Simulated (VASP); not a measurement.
# Hf2N (P4_2/mnm) in VASP: notebook

Runs on Hf2N. Level: r2SCAN. Tasks: single point.

All numbers are computed with VASP 6.6.1; they aren't measurements. Logs are shortened: lines on timing, memory, paths and dates and some standing lists are left out, and cuts for length are marked.

## Step 1: The cell of the first run

It takes space group P4_2/mnm (No. 136, tetragonal). The conventional cell has a = 5.620 Å, b = 5.620 Å, c = 3.148 Å, α = 90.00°, β = 90.00°, γ = 90.00°. Hf (site symmetry m2m) has 3 N at 2.29 to 2.31 Å within 3.0 Å. N (site symmetry mmm) has 6 Hf at 2.29 to 2.31 Å within 3.0 Å.

## Step 2: Single point, r2SCAN

POSCAR

```
Hf2N
1.0
    5.6202611402      0.0000000000      0.0000000000
    0.0000000000      5.6202611402      0.0000000000
    0.0000000000      0.0000000000      3.1484445057
Hf N
4 2
Direct
    0.2909874232      0.2909874232      0.0000000000
    0.7090125768      0.7090125768      0.0000000000
    0.7909874232      0.2090125768      0.5000000000
    0.2090125768      0.7909874232      0.5000000000
    0.0000000000      0.0000000000      0.0000000000
    0.5000000000      0.5000000000      0.5000000000
```

INCAR.step1

```
SYSTEM = Hf2N
  ALGO = Normal
  EDIFF = 1E-4
  ENCUT = 520
  GGA = PE
  ISMEAR = 0
  LASPH = .TRUE.
  LCHARG = .FALSE.
  LREAL = .FALSE.
  LWAVE = .TRUE.
  NBANDS = 34
  NELM = 80
  PREC = Accurate
  SIGMA = 0.1
```

INCAR.step2

```
SYSTEM = Hf2N
  ALGO = Normal
  EDIFF = 1E-6
  ENCUT = 520
  ISIF = 2
  ISMEAR = 0
  ISTART = 1
  LASPH = .TRUE.
  LCHARG = .FALSE.
  LMIXTAU = .TRUE.
  LREAL = .FALSE.
  LWAVE = .FALSE.
  METAGGA = R2SCAN
  NBANDS = 34
  NELM = 80
  PREC = Accurate
  SIGMA = 0.1
```

KPOINTS

```
k-points
0
G
  1 1 1
  0 0 0
```

Potentials or basis: VASP PAW PBE potentials, release 64 (Hf_pv, N).

The run is started by

```console
> cat potpaw_PBE.64/Hf_pv/POTCAR potpaw_PBE.64/N/POTCAR > POTCAR
> cp INCAR.step1 INCAR
> mpirun -np 1 vasp_gam > vasp.out
> cp INCAR.step2 INCAR
> mpirun -np 1 vasp_gam > vasp.out
```

OUTCAR:

```text
SYSTEM = Hf2N
   EDIFF = 1E-6
   ENCUT = 520
   ISIF = 2
   ISMEAR = 0
   ISTART = 1
   LASPH = .TRUE.
   LREAL = .FALSE.
   METAGGA = R2SCAN
   NELM = 80
   PREC = Accurate

 ion  position               nearest neighbor table
   1  0.291  0.291  0.000-   6 2.29   6 2.29   5 2.31   4 3.25   3 3.25   4 3.25   3 3.25   4 3.25
                             4 3.25   3 3.25   3 3.25   2 3.32
   2  0.709  0.709  0.000-   6 2.29   6 2.29   5 2.31   4 3.25   3 3.25   4 3.25   3 3.25   3 3.25
                             3 3.25   4 3.25   4 3.25   1 3.32
   3  0.791  0.209  0.500-   5 2.29   5 2.29   6 2.31   2 3.25   1 3.25   2 3.25   1 3.25   2 3.25
                             2 3.25   1 3.25   1 3.25   4 3.32
   4  0.209  0.791  0.500-   5 2.29   5 2.29   6 2.31   2 3.25   1 3.25   2 3.25   1 3.25   1 3.25
                             1 3.25   2 3.25   2 3.25   3 3.32
   5  0.000  0.000  0.000-   3 2.29   4 2.29   3 2.29   4 2.29   1 2.31   2 2.31
   6  0.500  0.500  0.500-   1 2.29   2 2.29   1 2.29   2 2.29   3 2.31   4 2.31

  LATTYP: Found a simple tetragonal cell.
 ALAT       =     5.6202611402
 C/A-ratio  =     0.5601954121

  Lattice vectors:

 A1 = (   5.6202611402,   0.0000000000,   0.0000000000)
 A2 = (   0.0000000000,   5.6202611402,   0.0000000000)
 A3 = (   0.0000000000,   0.0000000000,   3.1484445057)

Analysis of symmetry for initial positions (statically):
=====================================================================
 Subroutine PRICEL returns:
 Original cell was already a primitive cell.

 Routine SETGRP: Setting up the symmetry group for a
 simple tetragonal supercell.

 Subroutine GETGRP returns: Found 16 space group operations
 (whereof  8 operations were pure point group operations)
 out of a pool of 16 trial point group operations.

The static configuration has the point symmetry D_2h.
 The point group associated with its full space group is D_4h.

Analysis of symmetry for dynamics (positions and initial velocities):
=====================================================================
 Subroutine PRICEL returns:
 Original cell was already a primitive cell.

 Routine SETGRP: Setting up the symmetry group for a
 simple tetragonal supercell.

 Subroutine GETGRP returns: Found 16 space group operations
 (whereof  8 operations were pure point group operations)
 out of a pool of 16 trial point group operations.

The dynamic configuration has the point symmetry D_2h.
 The point group associated with its full space group is D_4h.

 Subroutine INISYM returns: Found 16 space group operations
 (whereof  8 operations are pure point group operations),
 and found     1 'primitive' translations

[... 85 lines left out ...]
   ISYM   =      2    0-nonsym 1-usesym 2-fastsym
   POTIM  = 0.5000    time-step for ionic-motion
   TEBEG  =    0.0;   TEEND  =   0.0 temperature during run
   PSTRESS=    0.0 pullay stress
   NELECT =      50.0000    total number of electrons
   NUPDOWN=      -1.0000    fix difference up-down
   EMIN   =  10.00;   EMAX   =-10.00  energy-range for DOS
   EFERMI =   0.00;   METHOD = LEGACY
   ISMEAR =     0;   SIGMA  =   0.10  broadening in eV -4-tet -1-fermi 0-gaus
   EFERMI_NEDOS =   21; number of points for ismear=-14 and -15
   IALGO  =     38    algorithm
   IMIX   =      4    mixing-type and parameters
     AMIX     =   0.40;   BMIX     =  1.00
     AMIX_MAG =   1.60;   BMIX_MAG =  1.00
  volume/ion in A,a.u.               =      16.58       111.85
  Fermi-wavevector in a.u.,A,eV,Ry     =   1.301753  2.459956 23.055890  1.694560
  Thomas-Fermi vector in A             =   2.432866
   LORBIT       =      0    0 simple, 1 ext, 2 COOP (PROOUT), +10 PAW based schemes
   METAGGA = R2SCAN    functional components
   LHFCALC =     F    Hartree Fock is set to
   AEXX    =    0.0000 exact exchange contribution
   IVDW    =     0    specifies the selected vdW correction
   LEPSILON=     F    determine dielectric tensor
   LRPA    =     F    only Hartree local field effects (RPA)
 non-spin polarized calculation
 Gauss-broadening in eV      SIGMA  =   0.10
  energy-cutoff  :      520.00
  volume of cell :       99.45
 maximum number of plane-waves:      1340
 NGX is ok and might be reduce to    42
   NGX = 21   NGY = 21   NGZ = 11

 number of electron      49.9999992 magnetization

 Free energy of the ion-electron system (eV)
  ---------------------------------------------------
  ext. energy  EPLUGINS =         0.00000000
  ---------------------------------------------------
  free energy    TOTEN  =      -203.70743176 eV

  energy without entropy =     -203.59392255  energy(sigma->0) =     -203.65067715

 E-fermi :   6.2728     XC(G=0): -12.3710

 val. band max:        5.5817802246   @ k =   0.0000   0.0000   0.0000
 cond. band min:       6.2729762375   @ k =   0.0000   0.0000   0.0000
 fundamental gap:      0.6911960129
 Fermi energy:         6.2728484706

 k-point     1 :       0.0000    0.0000    0.0000
  band No.  band energies     occupation
      1     -26.9456      2.00000
      2     -26.7779      2.00000
      3     -26.6790      2.00000
      4     -26.6790      2.00000
      5     -26.4288      2.00000
      6     -26.2994      2.00000
[... 26 lines left out ...]
     33       8.4443      0.00000
     34       8.6417      0.00000

------------------------ aborting loop because EDIFF is reached ----------------------------------------

  FORCE on cell =-STRESS in cart. coord.  units (eV):
  Direction    XX          YY          ZZ          XY          YZ          ZX
  --------------------------------------------------------------------------------------
  -------------------------------------------------------------------------------------
  Total       -0.7020035     -0.7020035      0.4553524     -0.0000000      0.0000000      0.0000000
  in kB      -11.3094332    -11.3094332      7.3358290     -0.0000000      0.0000000      0.0000000
  external PRESSURE =      -5.0943458 kB  Pullay stress =       0.0000000 kB

 VOLUME and BASIS-vectors are now :
 -----------------------------------------------------------------------------
  energy-cutoff  :      520.00
  volume of cell :       99.45
      direct lattice vectors                 reciprocal lattice vectors
     5.620261140  0.000000000  0.000000000     0.177927675  0.000000000  0.000000000
     0.000000000  5.620261140  0.000000000     0.000000000  0.177927675  0.000000000
     0.000000000  0.000000000  3.148444506     0.000000000  0.000000000  0.317617159

 POSITION                                       TOTAL-FORCE (eV/Angst)
 -----------------------------------------------------------------------------------
      1.63543      1.63543      0.00000         0.009951      0.009951     -0.000000
      3.98484      3.98484      0.00000        -0.009951     -0.009951      0.000000
      4.44556      1.17471      1.57422         0.009951     -0.009951      0.000000
      1.17471      4.44556      1.57422        -0.009951      0.009951      0.000000
      0.00000      0.00000      0.00000         0.000000      0.000000      0.000000
      2.81013      2.81013      1.57422         0.000000      0.000000      0.000000
 -----------------------------------------------------------------------------------
    total drift:                                0.000000      0.000000     -0.000000

  FREE ENERGIE OF THE ION-ELECTRON SYSTEM (eV)
  ---------------------------------------------------
  free  energy   TOTEN  =      -203.7074317555 eV

  energy  without entropy=     -203.5939225475  energy(sigma->0) =     -203.65067715
```

OSZICAR.step1:

```text
N       E                     dE             d eps       ncg     rms          rms(c)
DAV:   1     0.327163726966E+03    0.32716E+03   -0.31552E+04    76   0.150E+03
DAV:   2    -0.275752148699E+02   -0.35474E+03   -0.31710E+03    80   0.378E+02
DAV:   3    -0.686103705417E+02   -0.41035E+02   -0.39094E+02    96   0.804E+01
DAV:   4    -0.701486436466E+02   -0.15383E+01   -0.15173E+01    80   0.142E+01
DAV:   5    -0.701724243398E+02   -0.23781E-01   -0.23754E-01    78   0.194E+00    0.904E+01
DAV:   6    -0.614280546424E+02    0.87444E+01   -0.86223E+01    78   0.306E+01    0.633E+01
DAV:   7    -0.609218407090E+02    0.50621E+00   -0.23350E+01    76   0.136E+01    0.323E+01
DAV:   8    -0.601634005765E+02    0.75844E+00   -0.27584E+00    76   0.678E+00    0.357E+00
DAV:   9    -0.601393748264E+02    0.24026E-01   -0.53771E-01    78   0.254E+00    0.288E+00
DAV:  10    -0.601337734987E+02    0.56013E-02   -0.36897E-02    78   0.823E-01    0.128E+00
DAV:  11    -0.601336728609E+02    0.10064E-03   -0.22036E-03    78   0.217E-01    0.621E-01
DAV:  12    -0.601336811895E+02   -0.83286E-05   -0.12185E-04    44   0.618E-02
   1 F= -.60133681E+02 E0= -.60077253E+02  d E =-.112856E+00
```

Run time: 22 s. Hardware: 1 thread of Intel Xeon 6975P-C (Granite Rapids), shared host; peak memory 0.2 GiB.

Results:

```yaml
Free_energy: -203.7074 eV
Pressure: -0.5 GPa
Largest_force: 0.014 eV/Å
Band_gap_on_the_k_mesh: zero (filled and empty bands touch)
```

Forces in eV/Å, atoms in the order of the input:
```
Hf   0.010  0.010  0.000
Hf  -0.010 -0.010  0.000
Hf   0.010 -0.010  0.000
Hf  -0.010  0.010  0.000
N    0.000  0.000  0.000
N    0.000  0.000  0.000
```

Levels at points of the mesh, in eV from the Fermi level:
| k point | band 22 | band 23 | band 24 | band 25 | band 26 | band 27 |
| --- | --- | --- | --- | --- | --- | --- |
| (0.00, 0.00, 0.00) | -3.24 | -1.73 | -0.69 | 0.00 | 0.00 | 0.21 |

Caveat: the k points lie up to 2.00 Å⁻¹ apart; the PAW data sets were made with another functional, which shifts forces and pressure a little; spin-orbit coupling is left out, which moves the levels of the heavy elements.

## Step 3: Single point, r2SCAN

This run uses another cell than the first one, of 15.61 Å³/atom.

POSCAR

```
Hf2N
1.0
    5.4419281921      0.0000000000      0.0000000000
    0.0000000000      5.4419281921      0.0000000000
    0.0000000000      0.0000000000      3.1636330185
Hf N
4 2
Direct
    0.3019029498      0.3019029498      0.0000000000
    0.6980970502      0.6980970502      0.0000000000
    0.8019029498      0.1980970502      0.5000000000
    0.1980970502      0.8019029498      0.5000000000
    0.0000000000      0.0000000000      0.0000000000
    0.5000000000      0.5000000000      0.5000000000
```

INCAR.step1

```
PREC = Accurate
ENCUT = 520
ISMEAR = 0
SIGMA = 0.1
LREAL = False
LASPH = True
NELM = 80
NBANDS = 34
GGA = PE
ALGO = Normal
EDIFF = 1E-4
LWAVE = True
LCHARG = False
```

INCAR.step2

```
PREC = Accurate
ENCUT = 520
EDIFF = 1E-6
ISMEAR = 0
SIGMA = 0.1
LREAL = False
LASPH = True
NELM = 80
ALGO = Normal
ISIF = 2
LWAVE = False
LCHARG = False
METAGGA = R2SCAN
LMIXTAU = True
NBANDS = 34
ISTART = 1
```

KPOINTS

```
Automatic mesh
0
Gamma
  1 1 2
```

Potentials or basis: VASP PAW PBE potentials, release 64 (Hf_pv, N).

The run is started by

```console
> cat potpaw_PBE.64/Hf_pv/POTCAR potpaw_PBE.64/N/POTCAR > POTCAR
> cp INCAR.step1 INCAR
> mpirun -np 1 vasp_std > vasp.out
> cp INCAR.step2 INCAR
> mpirun -np 1 vasp_std > vasp.out
```

It took 25 s on 1 thread of Intel Xeon 6975P-C (Granite Rapids), shared host; peak memory 0.2 GiB.

Results (log left out):

```yaml
Free_energy: -207.4802 eV
Pressure: -1.2 GPa
Largest_force: 0.086 eV/Å
Band_gap_on_the_k_mesh: zero (bands 25 and 26 overlap by 2.40 eV)
```

Forces in eV/Å, atoms in the order of the input:
```
Hf   0.061  0.061  0.000
Hf  -0.061 -0.061  0.000
Hf   0.061 -0.061  0.000
Hf  -0.061  0.061  0.000
N    0.000  0.000  0.000
N    0.000  0.000  0.000
```

Stress tensor (GPa, compression positive):
```
-1.34  0.00  0.00
 0.00 -1.34  0.00
 0.00  0.00 -0.99
```

Levels at points of the mesh, in eV from the Fermi level:
```tsv
k point	band 22	band 23	band 24	band 25	band 26	band 27	band 28	band 29
(0.00, 0.00, 0.00)	-3.18	-1.56	-0.06	0.09	0.09	0.17	0.86	1.34
(0.00, 0.00, 0.50)	-2.46	-2.40	-2.40	-2.31	-2.31	1.31	1.31	2.96
```

Caveat: the k points lie up to 1.15 Å⁻¹ apart, too coarse for converged energies and pressures of a metal; the PAW data sets were made with another functional, which shifts forces and pressure a little; spin-orbit coupling is left out, which moves the levels of the heavy elements.
